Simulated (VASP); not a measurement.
A run of VASP 6.6.1 is set up as follows.

The input INCAR:

```
SYSTEM = GaN
PREC = Accurate
ENCUT = 520
EDIFF = 1E-6
ISMEAR = 0
SIGMA = 0.01
LREAL = .FALSE.
LASPH = .TRUE.
NELM = 100
ALGO = Normal
ISIF = 2
LWAVE = .FALSE.
LCHARG = .FALSE.
GGA = PS
NBANDS = 16
```

KPOINTS

```
Automatic mesh
0
G
  7 7 7
  0 0 0
```

POSCAR

```
GaN
1.0
    0.0000000000      2.2535010000      2.2535010000
    2.2535010000      0.0000000000      2.2535010000
    2.2535010000      2.2535010000      0.0000000000
Ga N
1 1
Direct
    0.0000000000      0.0000000000      0.0000000000
    0.7500000000      0.7500000000      0.7500000000
```

Potentials or basis: VASP PAW PBE potentials, release 64 (Ga_d, N).

Launch:

```bash
$ cat potpaw_PBE.64/Ga_d/POTCAR potpaw_PBE.64/N/POTCAR > POTCAR
$ mpirun -np 1 vasp_std > vasp.out
```

Problem. Predict the pressure.

Solution. -1.3 GPa.

Problem. Predict the band gap on the k mesh.

Solution. 1.68 eV, direct.

Caveat: the PAW data sets were made with another functional, which shifts forces and pressure a little. Expect the measured gap to be larger: semilocal functionals such as PBEsol lack the derivative discontinuity.
